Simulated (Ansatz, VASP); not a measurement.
This is a calculation of Cr for VASP 6.6.1.

File INCAR:

```
PREC = Accurate
ENCUT = 520
EDIFF = 1E-6
ISMEAR = -1
SIGMA = 0.05
LREAL = False
LASPH = True
NELM = 150
ALGO = Normal
ISIF = 2
LWAVE = False
LCHARG = True
ISPIN = 2
MAGMOM = -1.14
LORBIT = 11
LMAXMIX = 4
GGA = PE
LELF = True
LVHAR = True
NBANDS = 16
```

KPOINTS

```
Automatic mesh
0
Gamma
  12 12 12
```

File POSCAR:

```
Cr
1.0
   -0.0174283700      1.8156326700      1.8106573700
    1.8310089900     -0.0170405700      1.8102695700
    1.8558983200      1.8401342100     -0.0419299100
Cr
1
Direct
    0.0000000000      0.0000000000      0.0000000000
```

Potentials or basis: VASP PAW PBE potentials, release 64 (Cr_pv).

Command:

```sh
$ cat potpaw_PBE.64/Cr_pv/POTCAR > POTCAR
$ mpirun -np 1 vasp_std > vasp.out
```

Question: Set up the same calculation for Ansatz 0.2.0. Potentials there: Ansatz PAW.

Answer: As run (the cutoff follows the program's own potentials):

input.yaml

```yaml
crystal:
  lattice:
    - [-0.01742837, 1.81563267, 1.81065737]
    - [1.83100899, -0.01704057, 1.81026957]
    - [1.85589832, 1.84013421, -0.04192991]
  atoms:
    - { symbol: Cr, position: [0.0, 0.0, 0.0], spin: -1.14 }
hamiltonian:
  xc: pbe
  pseudopotentials: { kind: paw }
magnetization:
  spin_polarized: true
kpoints:
  mp_grid: { grid: [12, 12, 12] }
scf:
  occupations: { method: fermi_dirac, width: 0.05 }
output:
  forces: true
  stress: true
  eigenvalues: true
```

Potentials or basis: Ansatz PAW.

Command:

```sh
$ ansatz run input.yaml --threads 2 --pin off --max-ram 5632MiB --backend cpu --events-out ev --progress --plain --runs-dir out
```

Both were run:

|  | VASP | Ansatz | Ansatz less VASP |
| --- | --- | --- | --- |
| gap on the k mesh at the Fermi level (eV) | none | none | - |
| pressure (GPa) | -10.5 | -10.2 | +0.36 |
| traceless stress, the component that is largest in VASP (GPa) | -2.05 | -2.09 | -0.044 |
| net moment per atom (μB) | 0.00 | 0.00 | 0.000 |

A gap of «none» marks a metal or a gap that the smearing closes. VASP's potentials hold 12 valence electrons a cell and Ansatz's 14, so a difference there can come from the potentials and not from the codes.
